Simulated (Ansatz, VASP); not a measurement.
## One calculation of Cu, two programs

```
CELL_PARAMETERS angstrom
2.50366 0.00000 0.00000
-1.25183 2.16823 0.00000
0.00000 0.00000 24.57559
ATOMIC_POSITIONS crystal
Cu 0.00000 0.00000 0.37376
Cu 0.66667 0.33333 0.28961
Cu 0.33333 0.66667 0.45799
Cu 0.00000 0.00000 0.62624
Cu 0.66667 0.33333 0.54201
Cu 0.33333 0.66667 0.71039
```

Alike in both runs: task single point; functional PBEsol; k mesh 10 × 10 × 1; occupations gaussian, width 0.5 eV; no spin polarisation.

|  | VASP | Ansatz |
| --- | --- | --- |
| version | VASP 6.6.1 | Ansatz 0.2.0 |
| potentials or method | VASP PAW PBE potentials, release 64 (Cu), cutoff 520 eV | plane waves, PAW |
| valence electrons in the cell | 66 | 114 |

|  | VASP | Ansatz | Ansatz less VASP |
| --- | --- | --- | --- |
| rms of the force components (eV/Å) | 0.025 | 0.029 | +0.0047 |

VASP's potentials were made for PBE, not for PBEsol. Atom by atom the forces differ by 0.008 eV/Å (rms over components). VASP's potentials hold 66 valence electrons a cell and Ansatz's 114, so a difference there can come from the potentials and not from the codes. Ansatz's warnings: structure snapped to symmetry.
